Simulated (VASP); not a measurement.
Here is a VASP 6.6.1 calculation.

File INCAR:

```
ALGO = Normal
EDIFF = 1E-7
ENCUT = 520
GGA = PE
ISIF = 2
ISMEAR = 0
LASPH = T
LCHARG = F
LREAL = F
LWAVE = F
NBANDS = 40
NELM = 60
PREC = Accurate
SIGMA = 0.1
```

The input KPOINTS:

```
k-points
0
Gamma
  4 3 3
```

File POSCAR:

```
YAl5N6
1.0
    0.0000575179      0.0000595439      5.0997968784
    5.6348727869     -0.0000887820      0.0000720411
   -2.8175128505      4.8795228761      0.0000293418
Y Al N
1 5 6
Direct
    0.9751905771      0.0000051392     -0.0000000225
    0.9965771339      0.6666656800      0.3333330939
    0.9965772627      0.3333356830      0.6666691323
    0.5019995270      0.9999973008      0.3496311928
    0.5020023819      0.6503675351      0.6503693536
    0.5019991453      0.3496350051      0.9999989419
    0.3737350104      0.6666781605      0.3333371934
    0.3737357754      0.3333455134      0.6666671221
    0.4424952984      0.0000142489      0.0000042111
    0.8718952773      0.9999875623      0.3852448520
    0.8718982699      0.6147384921      0.6147474184
    0.8718943406      0.3852296795      0.9999975113
```

Potentials or basis: VASP PAW PBE potentials, release 64 (Y_sv, Al, N).

Launch:

```sh
$ cat potpaw_PBE.64/Y_sv/POTCAR potpaw_PBE.64/Al/POTCAR potpaw_PBE.64/N/POTCAR > POTCAR
$ mpirun -np 1 vasp_std > vasp.out
```

(1) Estimate the largest force.

(2) Predict the pressure.

## Answers

(1) 0.005 eV/Å.

(2) -0.3 GPa.

Caveat: the k points lie up to 0.43 Å⁻¹ apart.
